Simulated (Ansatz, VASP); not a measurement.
**Two plane-wave programs on BN**

INCAR

```
PREC = Accurate ; ENCUT = 520
EDIFF = 1E-6 ; ISMEAR = 0
SIGMA = 0.02 ; LREAL = F
LASPH = T ; NELM = 80
ALGO = Normal ; ISIF = 2
LWAVE = F ; LCHARG = F
GGA = PS ; NBANDS = 11
```

KPOINTS

```
Automatic mesh
0
Gamma
  12 12 12
```

File POSCAR:

```
BN
1.0
    0.0000000000      1.8966166061      1.8966166061
    1.8966166061      0.0000000000      1.8966166061
    1.8966166061      1.8966166061      0.0000000000
B N
1 1
Direct
    0.0000000000      0.0000000000      0.0000000000
    0.7500000000      0.7500000000      0.7500000000
```

Input for Ansatz:

```yaml
crystal:
  lattice:
    - [0.0, 1.8966166061, 1.8966166061]
    - [1.8966166061, 0.0, 1.8966166061]
    - [1.8966166061, 1.8966166061, 0.0]
  atoms:
    - { symbol: B, position: [0.0, 0.0, 0.0] }
    - { symbol: "N", position: [0.75, 0.75, 0.75] }
basis:
  ecutwfc: 420
kpoints:
  mp_grid: { grid: [12, 12, 12] }
hamiltonian:
  xc: pbesol
scf:
  occupations: { method: gaussian, width: 0.02 }
output:
  forces: true
  stress: true
  eigenvalues: true
  populations: true
```

Alike in both runs: task single point; functional PBEsol; k mesh 12 × 12 × 12; occupations gaussian, width 0.02 eV; no spin polarisation.

|  | VASP | Ansatz |
| --- | --- | --- |
| version | VASP 6.6.1 | Ansatz 0.2.0 |
| potentials or method | VASP PAW PBE potentials, release 64 (B, N), cutoff 520 eV | scalar-relativistic, plane waves, PAW |
| valence electrons in the cell | 8 | 8 |

Ansatz gave:

```
gap on the k mesh at the Fermi level (eV) : 4.12
least direct gap on the mesh (eV)         : 8.02
pressure (GPa)                            : -44.2
```

Which values does VASP return?

gap on the k mesh at the Fermi level (eV): 4.11; least direct gap on the mesh (eV): 8.04; pressure (GPa): -44.1.

VASP's potentials were made for PBE, not for PBEsol. Both programs put the cell under strong tension, so it lies far from rest at this level. The functional is the same, so the differences come from potentials, cutoffs and numerics.

Noted on VASP's run: the cell as given lies far from equilibrium.
